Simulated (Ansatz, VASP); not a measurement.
AlNi in VASP and in Ansatz

```
Al Ni
1.0
     2.07665   -2.07661    0.00000
     2.07665    2.07661    0.00000
     0.00000    0.00000    2.97780
Al Ni
1 1
Direct
  0.00000 0.00000 0.00000
  0.50000 0.50000 0.50000
```

Alike in both runs: task single point; functional PBE; k mesh 16 × 16 × 16; occupations gaussian, width 0.15 eV; no spin polarisation.

|  | VASP | Ansatz |
| --- | --- | --- |
| version | VASP 6.6.1 | Ansatz 0.2.0 |
| potentials or method | VASP PAW PBE potentials, release 64 (Al, Ni), cutoff 520 eV | scalar-relativistic, plane waves, PAW |
| valence electrons in the cell | 13 | 21 |

```csv
,VASP,Ansatz,Ansatz less VASP
gap on the k mesh at the Fermi level (eV),none,none,-
pressure (GPa),-8.4,-8.3,+0.12
"traceless stress, the component that is largest in VASP (GPa)",-0.53,-0.52,+0.010
```

A gap of «none» marks a metal or a gap that the smearing closes. VASP's potentials hold 13 valence electrons a cell and Ansatz's 21, so a difference there can come from the potentials and not from the codes. Ansatz's warnings: near symmetry operations not taken.
